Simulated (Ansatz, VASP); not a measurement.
# One calculation of WBr2F2, two programs

Contents of INCAR:

```
SYSTEM = WBr2F2
ALGO = Normal ; EDIFF = 1E-6
ENCUT = 520 ; GGA = PE
ISIF = 2 ; ISMEAR = 0
ISPIN = 2 ; LASPH = .TRUE.
LCHARG = .FALSE. ; LMAXMIX = 4
LORBIT = 11 ; LREAL = .FALSE.
LWAVE = .FALSE. ; MAGMOM = 2.22 0.18 0.18 0.02 0.02
NBANDS = 33 ; NELM = 150
PREC = Accurate ; SIGMA = 0.1
```

KPOINTS

```
k-points
0
G
  6 6 2
  0 0 0
```

The input POSCAR:

```
WBr2F2
1.0
    3.5934850000      0.0000000000      0.0000000000
   -1.7967425000      3.1120493000      0.0000000000
    0.0000000000      0.0000000000      9.0324625200
W Br F
1 2 2
Direct
    0.0000000000      0.0000000000      0.5000000000
    0.3333333300      0.6666666700      0.8342999800
    0.6666666700      0.3333333300      0.1657000200
    0.3333333300      0.6666666700      0.3547500100
    0.6666666700      0.3333333300      0.6452499900
```

Input for Ansatz:

```yaml
crystal:
  lattice:
    - [3.593485, 0.0, 0.0]
    - [-1.7967425, 3.1120493, 0.0]
    - [0.0, 0.0, 9.03246252]
  atoms:
    - { symbol: W, position: [0.0, 0.0, 0.5] }
    - { symbol: Br, position: [0.33333333, 0.66666667, 0.83429998] }
    - { symbol: Br, position: [0.66666667, 0.33333333, 0.16570002] }
    - { symbol: F, position: [0.33333333, 0.66666667, 0.35475001] }
    - { symbol: F, position: [0.66666667, 0.33333333, 0.64524999] }
basis:
  ecutwfc: 420
kpoints:
  mp_grid: { grid: [6, 6, 2] }
hamiltonian:
  xc: pbe
scf:
  occupations: { method: gaussian, width: 0.1 }
  lower_state_search: "off"
output:
  forces: true
  stress: true
  eigenvalues: true
  populations: true
magnetization:
  spin_polarized: true
```

Change from the starting cell: species swapped into the Gd2CCl2 type (P-3m1, No. 164).

Alike in both runs: task single point; functional PBE; k mesh 6 × 6 × 2; occupations gaussian, width 0.1 eV; collinear spin.

|  | VASP | Ansatz |
| --- | --- | --- |
| version | VASP 6.6.1 | Ansatz 0.2.0 |
| potentials or method | VASP PAW PBE potentials, release 64 (W_sv, Br, F), cutoff 520 eV | scalar-relativistic, plane waves, PAW |
| valence electrons in the cell | 42 | 42 |

VASP gave:

- gap on the k mesh at the Fermi level (eV): none
- pressure (GPa): -4.3
- traceless stress, the component that is largest in VASP (GPa): -3.45
- rms of the force components (eV/Å): 1.350
- net moment per atom (μB): 0.44
- size of the moment on the site where the two differ most (μB): 2.54

Q: Which values does Ansatz return?

A: gap on the k mesh at the Fermi level (eV): none; pressure (GPa): -4.7; traceless stress, the component that is largest in VASP (GPa): -2.76; rms of the force components (eV/Å): 1.368; net moment per atom (μB): 0.70; size of the moment on the site where the two differ most (μB): 2.02.

The net moments are unlike, so the other rows may belong to different states. Site moments also hang on the region over which each program counts them. Atom by atom the forces differ by 0.027 eV/Å (rms over components). A gap of «none» marks a metal or a gap that the smearing closes. Ansatz's warnings: no starting moments.

Neither program's run includes spin-orbit coupling.
